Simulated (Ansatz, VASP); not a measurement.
**Sb in VASP and in Ansatz**

```
Sb
1.0
    -1.53336    1.53336    2.85091
     1.53336   -1.53336    2.85091
     1.53336    1.53336   -2.85091
Sb
1
Direct
  0.00000 0.00000 0.00000
```

Alike in both runs: functional PBEsol; k mesh 8 × 8 × 8; occupations gaussian, width 0.1 eV; no spin polarisation.

Ansatz relaxed the structure, and its values are those at the end. VASP's run is a single point on that final structure, the one shown.

```csv
,VASP,Ansatz
version,VASP 6.6.1,Ansatz 0.2.0
potentials or method,"VASP PAW PBE potentials, release 64 (Sb), cutoff 520 eV","scalar-relativistic, plane waves, PAW"
valence electrons in the cell,5,15
```

```csv
,VASP,Ansatz,Ansatz less VASP
gap on the k mesh at the Fermi level (eV),none,none,-
pressure (GPa),0.1,0.0,-0.04
```

VASP's potentials were made for PBE, not for PBEsol. A gap of «none» marks a metal or a gap that the smearing closes. VASP's potentials hold 5 valence electrons a cell and Ansatz's 15, so a difference there can come from the potentials and not from the codes.

The k mesh is coarse, so the values compare programs but aren't converged. Spin-orbit coupling is off throughout.
